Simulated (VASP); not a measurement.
Runs of VASP 6.6.1 on Ga. The structure is that of space group P6/mmm (No. 191), or close to it. The cells are those of the table. 

| cell | further INCAR settings | gap on the mesh (eV) | pressure (GPa) |
| --- | --- | --- | --- |
| a = 4.537, b = 4.537, c = 2.819 Å, angles 90.0, 90.0, 120.0°, 2 atoms | ALGO = Fast; EDIFF = 1e-07; NBANDS = 20 | none | -1.8 |
| a = 4.479, b = 4.479, c = 2.784 Å, angles 90.0, 90.0, 120.0°, 2 atoms | ALGO = Fast; EDIFF = 1e-06; NBANDS = 20 | none | -0.5 |
| a = 4.420, b = 4.420, c = 2.747 Å, angles 90.0, 90.0, 120.0°, 2 atoms | ALGO = Fast; EDIFF = 1e-06; NBANDS = 20 | none | (a) |
| a = 4.359, b = 4.359, c = 2.709 Å, angles 90.0, 90.0, 120.0°, 2 atoms | ALGO = Fast; EDIFF = 1e-06; NBANDS = 20 | none | (b) |
| a = 4.389, b = 4.389, c = 2.728 Å, angles 90.0, 90.0, 120.0°, 2 atoms | ALGO = Fast; EDIFF = 1e-06; NBANDS = 20 | none | 2.1 |

Alike in all rows: task single point; level PBE; potentials or basis VASP PAW PBE potentials, release 64 (Ga_d); no spin polarisation; k mesh 7 × 7 × 10; cutoff (eV) 520; smearing fermi-dirac 0.05 eV.

Fill in the values left out.

(a) 1.1; (b) 3.1.

A k mesh can miss the band edges, and the runs leave out spin-orbit coupling on Ga.

A gap of «none» marks levels without a gap at the run's occupations.
